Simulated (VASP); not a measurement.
Input of a VASP 6.6.1 run:

Contents of INCAR:

```
PREC     = Accurate       # precision mode
ENCUT    = 500            # plane-wave cutoff, eV
EDIFF    = 1E-7           # SCF threshold, eV
ISMEAR   = -1             # smearing method
SIGMA    = 0.1            # smearing width, eV
LREAL    = F              # projectors in reciprocal space
LASPH    = T              # aspherical terms in the spheres
NELM     = 120            # most SCF steps
ALGO     = Normal         # electronic algorithm
ISIF     = 3              # what is computed and relaxed
LWAVE    = F              # write WAVECAR
LCHARG   = F              # write CHGCAR
GGA      = PS             # functional
IBRION   = 2              # ionic algorithm
NSW      = 60             # ionic steps
EDIFFG   = -0.005         # ionic threshold
PSTRESS  = 880.0        
GGA_COMPAT= F            
NELMIN   = 4
```

File KPOINTS:

```
regular mesh
0
Gamma
  16 16 16
```

The input POSCAR:

```
W
1.0
    2.3980216746      0.0000000000      0.0000000000
    0.0000000000      2.3980216746      0.0000000000
    0.0000000000      0.0000000000      2.3980216746
W
1
Direct
    0.0000000000      0.0000000000      0.0000000000
```

Potentials or basis: VASP PAW PBE potentials, release 64 (W_sv).

Command:

```sh
$ cat potpaw_PBE.64/W_sv/POTCAR > POTCAR
$ mpirun -np 1 vasp_std > vasp.out
```

Estimate the relaxed cell.

a = 2.420 Å, b = 2.420 Å, c = 2.420 Å, α = 90.00°, β = 90.00°, γ = 90.00°.

Predict the band gap on the k mesh.

zero (band 7 reaches 15.28 eV, above the bottom of band 8 at 11.30 eV).

Step by step:
```tsv
step	energy change (eV)	largest force (eV/Å)	pressure (GPa)	volume (Å³)
1	0.0000	0.0000	103.84	13.79
2	-0.9888	0.0000	17.79	16.69
3	-0.2426	0.0000	86.71	14.20
4	-0.2252	0.0000	87.97	14.17
```

Caveat: the cell is relaxed towards a set pressure, so the enthalpy falls and the energy may rise; the PAW data sets were made with another functional, which shifts forces and pressure a little; spin-orbit coupling is left out, which moves the levels of the heavy elements.
